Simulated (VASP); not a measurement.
Input of a VASP 6.6.1 run:

INCAR

```
PREC = Accurate
ENCUT = 560
EDIFF = 1E-6
ISMEAR = 0
SIGMA = 0.15
LREAL = False
LASPH = True
NELM = 120
ALGO = Normal
ISIF = 2
LWAVE = False
LCHARG = False
NBANDS = 14
GGA_COMPAT = False
```

File KPOINTS:

```
Automatic mesh
0
Gamma
  22 22 22
```

The input POSCAR:

```
Ir
1.0
    0.0000000000      1.8257302191      2.1306271657
    1.8257302191      0.0000000000      2.1306271657
    1.8257302191      1.8257302191      0.0000000000
Ir
1
Direct
    0.0000000000      0.0000000000      0.0000000000
```

Potentials or basis: VASP PAW LDA potentials, release 64 (Ir_sv_GW).

Run with:

```bash
$ cat potpaw_LDA.64/Ir_sv_GW/POTCAR > POTCAR
$ mpirun -np 1 vasp_std > vasp.out
```

Problem. Predict the band gap on the k mesh.

Solution. Zero (an odd number of electrons rules out a gap without spin polarisation).

Problem. Estimate the pressure.

Solution. -4.0 GPa.

Stress tensor (GPa, compression positive):
```
 13.83   0.00   0.00
  0.00  13.83   0.00
  0.00   0.00 -39.78
```

Caveat: the stress differs along the axes, from -40 to 14 GPa; spin-orbit coupling is left out, which moves the levels of the heavy elements.
